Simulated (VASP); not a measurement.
## SnGe3Se4: relaxation of cell and atoms with PBE

The system is SnGe3Se4.

```
Sn Ge Se
1.0
     4.12794    0.00000    0.00000
     0.00000    5.83778    0.00000
     0.00000    0.00000    8.25587
Sn Ge Se
1 3 4
Direct
  0.50000 0.50000 0.00000
  0.00000 0.00000 0.75000
  0.00000 0.00000 0.25000
  0.50000 0.50000 0.50000
  0.00000 0.50000 0.75000
  0.50000 0.00000 0.00000
  0.00000 0.50000 0.25000
  0.50000 0.00000 0.50000
```

```
Program                : VASP 6.6.1
Task                   : relaxation of cell and atoms
Functional             : PBE
Potentials or basis    : VASP PAW PBE potentials, release 64 (Sn_d, Ge_d, Se)
Cutoff                 : 600 eV
k mesh                 : 4 × 4 × 2
Occupations            : gaussian, width 0.1 eV
Spin                   : no spin polarisation
Dipole correction      : no
Further INCAR settings : ALGO = Normal; EDIFF = 1e-06; IBRION = 2; EDIFFG = -0.04; NSW = 90; ISIF = 3
```

```json
{
 "Relaxed volume": "23.88 Å³/atom",
 "Relaxed cell": "a = 4.065 Å, b = 5.759 Å, c = 8.161 Å, α = 90.00°, β = 90.00°, γ = 90.00°",
 "Space group after relaxing (to 0.1 Å)": "Pmmm (No. 47)",
 "Energy gained by relaxing": "14.2 meV/atom",
 "Ionic steps": "9",
 "Pressure after relaxing": "0.0 GPa",
 "Largest force after relaxing": "0.017 eV/Å",
 "Band gap on the k mesh": "zero (bands 40 and 41 overlap by 0.02 eV)"
}
```

Forces in eV/Å, atoms in the order of the input:
```
Sn   0.000  0.000  0.000
Ge   0.000  0.000 -0.017
Ge   0.000  0.000  0.017
Ge   0.000  0.000  0.000
Se   0.000  0.000 -0.005
Se   0.000  0.000  0.000
Se   0.000  0.000  0.005
Se   0.000  0.000  0.000
```

The path:
```tsv
step	energy change (eV)	largest force (eV/Å)	pressure (GPa)	volume (Å³)
1	0.0000	0.5352	-1.98	198.95
2	-0.0744	0.4500	0.29	190.22
3	-0.0746	0.4429	0.44	189.63
4	-0.0961	0.2842	0.32	189.94
5	-0.1122	0.0711	0.16	190.46
6	-0.1124	0.0668	0.12	190.53
7	-0.1134	0.0438	-0.08	191.24
8	-0.1134	0.0422	-0.09	191.30
9	-0.1138	0.0168	0.01	191.02
```

Final structure:
```cif
data_structure
_symmetry_space_group_name_H-M 'P 1'
_symmetry_Int_Tables_number 1
_cell_length_a 4.0646
_cell_length_b 5.7587
_cell_length_c 8.1609
_cell_angle_alpha 90.000
_cell_angle_beta 90.000
_cell_angle_gamma 90.000
_cell_volume 191.02
loop_
_atom_site_label
_atom_site_type_symbol
_atom_site_fract_x
_atom_site_fract_y
_atom_site_fract_z
_atom_site_occupancy
Sn1 Sn 0.50000 0.50000 0.00000 1
Ge1 Ge 0.00000 0.00000 0.74568 1
Ge2 Ge 0.00000 0.00000 0.25432 1
Ge3 Ge 0.50000 0.50000 0.50000 1
Se1 Se 0.00000 0.50000 0.73750 1
Se2 Se 0.50000 0.00000 0.00000 1
Se3 Se 0.00000 0.50000 0.26250 1
Se4 Se 0.50000 0.00000 0.50000 1
```

Levels at points of the mesh, in eV from the Fermi level:
| k point | band 38 | band 39 | band 40 | band 41 | band 42 | band 43 |
| --- | --- | --- | --- | --- | --- | --- |
| (0.00, 0.00, 0.00) | -2.10 | -1.10 | -0.81 | 1.20 | 1.21 | 1.27 |
| (0.50, 0.00, 0.00) | -2.14 | -1.14 | -0.81 | 1.18 | 1.21 | 1.24 |
| (0.00, 0.50, 0.00) | -1.91 | -0.11 | 0.01 | 0.02 | 0.56 | 0.69 |
| (0.50, 0.50, 0.00) | -0.84 | -0.15 | -0.02 | -0.02 | 0.65 | 0.66 |
| (0.00, 0.00, 0.50) | -1.85 | -1.21 | -0.86 | 1.86 | 1.96 | 1.97 |
| (0.50, 0.00, 0.50) | -2.51 | -2.46 | -2.33 | 2.83 | 2.90 | 2.98 |
| (0.00, 0.50, 0.50) | -1.45 | -1.41 | -0.82 | 1.11 | 1.21 | 1.33 |
| (0.50, 0.50, 0.50) | -1.10 | -1.08 | -0.52 | 0.64 | 0.66 | 0.70 |

Wall time 33 min on 1 thread of AMD EPYC 7R13, with other jobs on the host, peak memory 0.48 GiB.

Caveat: the k points lie up to 0.39 Å⁻¹ apart in the final cell; spin-orbit coupling is left out, which moves the levels of the heavy elements.
